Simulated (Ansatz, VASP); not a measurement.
Two plane-wave programs on HfBi3O

```
Hf Bi O
1.0
     6.77986    0.00000    0.00000
    -3.38993    5.87153    0.00000
     0.00000    0.00000    3.77832
Hf Bi O
1 3 1
Direct
  0.00000 0.00000 0.00000
  0.50000 0.00000 0.00000
  0.00000 0.50000 0.00000
  0.50000 0.50000 0.00000
  0.00000 0.00000 0.50000
```

Alike in both runs: task relaxation of cell and atoms; functional PBE; k mesh 3 × 3 × 4; occupations gaussian, width 0.1 eV; no spin polarisation.

|  | VASP | Ansatz |
| --- | --- | --- |
| version | VASP 6.6.1 | Ansatz 0.2.0 |
| potentials or method | VASP PAW PBE potentials, release 64 (Hf_pv, Bi_d, O), cutoff 600 eV | scalar-relativistic, plane waves, PAW |
| valence electrons in the cell | 61 | 77 |

|  | VASP | Ansatz | Ansatz less VASP |
| --- | --- | --- | --- |
| gap on the k mesh at the Fermi level, each at its own relaxed structure (eV) | none | none | - |
| relaxed volume (Å³/atom) | 29.16 | 29.38 | +0.227 |
| relaxed length of the cell vector where the two differ most in proportion (Å) | 6.604 | 6.621 | +0.0174 |

A gap of «none» marks a metal or a gap that the smearing closes. VASP's potentials hold 61 valence electrons a cell and Ansatz's 77, so a difference there can come from the potentials and not from the codes.

The k mesh is coarse, so the values compare programs but aren't converged. Neither program's run includes spin-orbit coupling.
